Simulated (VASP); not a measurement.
**KTaO3: single point with BLYP+D4**

Crystal: KTaO3.

```
Ta K O
1.0
     4.02959    0.00000    0.00000
     0.00000    4.02959    0.00000
     0.00000    0.00000    4.02959
Ta K O
1 1 3
Cartesian
  0.0000 0.0000 0.0000
  2.0148 2.0148 2.0148
  0.0000 0.0000 2.0148
  0.0000 2.0148 0.0000
  2.0148 0.0000 0.0000
```

```
Program             : VASP 6.6.1
Task                : single point
Functional          : BLYP
Dispersion          : D4
Potentials or basis : VASP PAW PBE potentials, release 64 (Ta_pv, K_sv, O)
Cutoff              : 520 eV
k mesh              : 7 × 7 × 7
Occupations         : fermi-dirac, width 0.05 eV
Spin                : no spin polarisation
```

```json
{
  "Pressure": "1.2 GPa",
  "Band gap on the k mesh": "2.21 eV, indirect (least direct gap 2.77 eV)",
  "Dispersion energy per atom": "-0.284 eV"
}
```

Levels at points of the mesh, in eV from the valence-band top:
```
           k point  band 16  band 17  band 18  band 19  band 20  band 21  band 22  band 23
(0.00, 0.00, 0.00)    -0.94    -0.57    -0.57    -0.57     2.21     2.21     2.21     6.50
```

Wall time 65 s on 1 thread of AMD EPYC 7R43 64-Core Processor (Zen 3), on a shared host, peak memory 0.15 GiB.

Caveat: the PAW data sets were made with another functional, which shifts forces and pressure a little; spin-orbit coupling is left out, which moves the levels of the heavy elements. A hybrid or GW would open this gap; BLYP tends to underestimate it.
